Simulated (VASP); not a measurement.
A run of VASP 6.6.1:

Contents of INCAR:

```
SYSTEM = Lu
ALGO = Normal
EDIFF = 1E-7
EDIFFG = -0.04
ENCUT = 600
GGA = PE
IBRION = 2
ISIF = 3
ISMEAR = 0
LASPH = .True.
LCHARG = .False.
LREAL = .False.
LWAVE = .False.
NELM = 80
NSW = 90
PREC = Accurate
SIGMA = 0.1
```

File KPOINTS:

```
k-points
0
Gamma
  4 4 4
  0 0 0
```

Contents of POSCAR:

```
Lu
1.0
    4.4733255600      0.0000000000      0.0000000000
    0.0000000000      4.4733255600      0.0000000000
    0.0000000000      0.0000000000      4.4733255600
Lu
3
Direct
    0.5000000000      0.0000000000      0.0000000000
    0.0000000000      0.5000000000      0.0000000000
    0.0000000000      0.0000000000      0.5000000000
```

Potentials or basis: VASP PAW PBE potentials, release 64 (Lu).

Launch:

```sh
$ cat potpaw_PBE.64/Lu/POTCAR > POTCAR
$ mpirun -np 1 vasp_std > vasp.out
```

Hardware: 1 thread of AMD EPYC 9755 128-Core Processor, with other jobs on the host.

Problem. Estimate the wall time of this run.

Solution. Run time: 110 s on 1 thread of AMD EPYC 9755 128-Core Processor, with other jobs on the host, peak memory 0.18 GiB. Counts: scf iterations 29, k points 10, ion steps 2.
